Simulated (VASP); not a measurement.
Runs of VASP 6.6.1 on AlN. The structure is that of space group P6_3mc (No. 186), or close to it. The cells are those of the table. 

```tsv
task	cell	k mesh	cutoff (eV)	smearing	gap on the mesh (eV)	pressure (GPa)
single point	a = 3.089, b = 3.089, c = 4.943 Å, angles 90.0, 90.0, 120.0°, 4 atoms	9 × 9 × 4	520	gaussian 0.02 eV	4.42	0.6
relaxation of cell and atoms	relaxed from a = 3.089, b = 3.089, c = 4.943 Å, angles 90.0, 90.0, 120.0°, 4 atoms	10 × 10 × 4	600	gaussian 0.01 eV	(a)	0.0
single point	a = 3.089, b = 3.089, c = 4.943 Å, angles 90.0, 90.0, 120.0°, 4 atoms	10 × 10 × 4	520	gaussian 0.01 eV	4.42	0.6
single point	a = 3.129, b = 3.129, c = 5.017 Å, angles 90.0, 90.0, 120.0°, 4 atoms	6 × 6 × 4	520	gaussian 0.1 eV	4.08	-7.4
```

Alike in all rows: level LDA; potentials or basis VASP PAW LDA potentials, release 64 (Al, N); no spin polarisation.

Fill in the values left out.

(a) 4.40.

Caveats: an odd mesh through Γ misses points on the zone boundary, where band edges can lie (at least some runs); the cell stands under tension (at least some runs).
